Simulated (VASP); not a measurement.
The system is BaZrO3.

```xyz
5
Lattice="4.1913 0.0000 0.0000 0.0000 4.1913 0.0000 0.0000 0.0000 4.1913" Properties=species:S:1:pos:R:3 pbc="T T T"
Ba    0.0000    0.0000    0.0000
Zr    2.0957    2.0957    2.0957
O     2.0957    2.0957    0.0000
O     2.0957    0.0000    2.0957
O     0.0000    2.0957    2.0957
```

Base run:

```yaml
Program: VASP 6.6.1
Functional: HSE06
Potentials_or_basis: VASP PAW PBE potentials, release 64 (Ba_sv, Zr_sv, O)
Cutoff: 520 eV
k_mesh: 4 × 4 × 4
Occupations: gaussian, width 0.01 eV
Spin: no spin polarisation
```

Its results: band gap on the k mesh 4.67 eV (least direct gap 4.96 eV); pressure 1.2 GPa.

Task: The run is repeated on the same cell with these changes: functional from HSE06 to PBE0; further incar settings from ALGO = Normal; EDIFF = 1e-07; NBANDS = 28 to ALGO = Normal; EDIFF = 1e-06; NBANDS = 28. What comes out?

Result: Band gap on the k mesh 5.44 eV (least direct gap 5.72 eV); pressure 1.1 GPa.

Caveats: the PAW data sets were made with another functional, which shifts forces and pressure a little; spin-orbit coupling is left out, which moves the levels of the heavy elements.

A k mesh can miss the band edges.
